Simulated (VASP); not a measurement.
Set up this calculation in VASP 6.6.1, as the native input.

```yaml
Task: single point
Functional: PBE
Potentials_or_basis: VASP PAW PBE potentials, release 64 (Pt, S)
Cutoff: 520 eV
k_mesh: 7 × 7 × 5
Occupations: fermi-dirac, width 0.05 eV
Spin: no spin polarisation
Dipole_correction: no
Further_INCAR_settings: ALGO = Normal; EDIFF = 1e-07; NBANDS = 18
```

The structure of PtS2 lies in POSCAR:

```
PtS2
1.0
    3.5666655845      0.0000000000      0.0000000000
   -1.7833327923      3.0888230030      0.0000000000
    0.0000000000      0.0000000000      5.0721705089
Pt S
1 2
Direct
    0.0000000000      0.0000000000      0.0000000000
    0.6666666667      0.3333333333      0.7730000000
    0.3333333333      0.6666666667      0.2270000000
```

One way to write it, as run:

INCAR

```
SYSTEM = PtS2
PREC = Accurate
ENCUT = 520
EDIFF = 1E-7
ISMEAR = -1
SIGMA = 0.05
LREAL = .False.
LASPH = .True.
NELM = 60
ALGO = Normal
ISIF = 2
LWAVE = .False.
LCHARG = .False.
GGA = PE
NBANDS = 18
```

KPOINTS

```
regular mesh
0
Gamma
  7 7 5
  0 0 0
```

Potentials or basis: VASP PAW PBE potentials, release 64 (Pt, S).

Launch:

```bash
$ cat potpaw_PBE.64/Pt/POTCAR potpaw_PBE.64/S/POTCAR > POTCAR
$ mpirun -np 1 vasp_std > vasp.out
```

Results of the run:

```json
{
 "Pressure": "7.8 GPa",
 "Largest force": "0.917 eV/Å",
 "Band gap on the k mesh": "0.88 eV, indirect (least direct gap 1.15 eV)"
}
```

Caveat: spin-orbit coupling is left out, which moves the levels of the heavy elements.

Run time: 32 s on 1 thread of Intel(R) Xeon(R) Platinum 8259CL CPU @ 2.50GHz (Skylake/Cascade Lake), on a shared host, peak memory 0.19 GiB.
